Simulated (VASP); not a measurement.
Crystal: Sb.

```
Sb
1.0
    -1.57654    1.57654    2.71194
     1.57654   -1.57654    2.71194
     1.57654    1.57654   -2.71194
Sb
1
Direct
  0.00000 0.00000 0.00000
```

```yaml
Program: VASP 6.6.1
Task: relaxation of cell and atoms
Functional: PBE
Dispersion: D4
Potentials_or_basis: VASP PAW PBE potentials, release 64 (Sb)
Cutoff: 600 eV
k_mesh: 12 × 12 × 12
Occupations: fermi-dirac, width 0.05 eV
Spin: no spin polarisation
```

At the start: pressure -1.4 GPa; volume 26.96 Å³/atom.

Where does the relaxation end?

Over 14 steps the energy falls by 6.9 meV/atom and the volume is 26.25 Å³/atom (-2.6 %); space group I4/mmm (No. 139, to 0.1 Å) before and after.

The path:
| step | energy change (eV) | largest force (eV/Å) | pressure (GPa) | volume (Å³) |
| --- | --- | --- | --- | --- |
| 1 | 0.0000 | 0.0000 | -1.39 | 26.96 |
| 2 | -0.0024 | 0.0000 | 0.81 | 26.06 |
| 3 | -0.0030 | 0.0000 | 0.13 | 26.32 |
| 4 | -0.0040 | 0.0000 | 0.15 | 26.28 |
| 5 | -0.0064 | 0.0000 | 0.32 | 26.15 |
| 6 | 0.0005 | 0.0000 | 0.88 | 25.85 |
| 7 | -0.0067 | 0.0000 | 0.38 | 26.11 |
| 8 | -0.0067 | 0.0000 | 0.41 | 26.09 |
| 9 | -0.0061 | 0.0000 | -0.68 | 26.51 |
| 10 | -0.0068 | 0.0000 | 0.04 | 26.23 |
| 11 | -0.0068 | 0.0000 | 0.04 | 26.23 |
| 12 | -0.0067 | 0.0000 | -0.33 | 26.37 |
| 13 | -0.0068 | 0.0000 | 0.02 | 26.24 |
| 14 | -0.0069 | 0.0000 | 0.00 | 26.25 |

Final structure:
```
CELL_PARAMETERS angstrom
-1.58904 1.58904 2.59876
1.58904 -1.58904 2.59876
1.58904 1.58904 -2.59876
ATOMIC_POSITIONS crystal
Sb 0.00000 0.00000 0.00000
```
